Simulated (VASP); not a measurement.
Here is a VASP 6.6.1 calculation.

Contents of INCAR:

```
PREC = Accurate ; ENCUT = 520
EDIFF = 1E-6 ; ISMEAR = -1
SIGMA = 0.1 ; LREAL = False
LASPH = True ; NELM = 100
ALGO = Normal ; ISIF = 2
LWAVE = False ; LCHARG = True
GGA = PS ; LELF = True
LVHAR = True ; NBANDS = 11
```

File KPOINTS:

```
regular mesh
0
Gamma
  15 15 15
```

The input POSCAR:

```
Sr
1.0
    0.0000000000      3.0439452768      3.0439452768
    3.0439452768      0.0000000000      3.0439452768
    3.0439452768      3.0439452768      0.0000000000
Sr
1
Direct
    0.0000000000      0.0000000000      0.0000000000
```

Potentials or basis: VASP PAW PBE potentials, release 64 (Sr_sv).

Command:

```sh
$ cat potpaw_PBE.64/Sr_sv/POTCAR > POTCAR
$ mpirun -np 1 vasp_std > vasp.out
```

Question: Estimate the pressure.

Answer: -0.8 GPa.

Question: Predict the band gap on the k mesh.

Answer: Zero (bands 5 and 6 overlap by 0.06 eV).

Caveat: the PAW data sets were made with another functional, which shifts forces and pressure a little.
